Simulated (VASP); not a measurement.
Runs of VASP 6.6.1 on Au. The structure is that of space group Im-3m (No. 229), or close to it. The cells are those of the table. 

| cell | gap on the mesh (eV) | pressure (GPa) |
| --- | --- | --- |
| a = 2.784 Å, angles 109.5°, 1 atom | none | 4.5 |
| a = 2.942 Å, angles 109.1, 109.1, 110.3°, 1 atom | none | -16.1 |
| a = 2.813 Å, angles 109.1, 109.1, 110.3°, 1 atom | none | (c) |
| a = 2.842 Å, angles 108.7, 108.7, 111.1°, 1 atom | none | (a) |
| a = 2.827 Å, angles 109.5°, 1 atom | none | -3.6 |
| a = 2.885 Å, angles 108.7, 108.7, 111.1°, 1 atom | none | (b) |
| a = 2.871 Å, angles 108.3, 108.3, 111.9°, 1 atom | none | -9.5 |
| a = 2.914 Å, angles 109.5°, 1 atom | none | -14.0 |

Alike in all rows: task single point; level PBEsol; potentials or basis VASP PAW PBE potentials, release 64 (Au); no spin polarisation; k mesh 20 × 20 × 20; cutoff (eV) 520; smearing gaussian 0.15 eV.

Task: Estimate the missing entries.

Result: (a) -5.8; (b) -11.2; (c) -1.1.

Caveats: the PAW data sets were made with another functional, which shifts forces and pressure a little; spin-orbit coupling is left out, which moves the levels of the heavy elements.

A k mesh can miss the band edges, and the runs leave out spin-orbit coupling on Au.

A gap of «none» marks levels without a gap at the run's occupations.
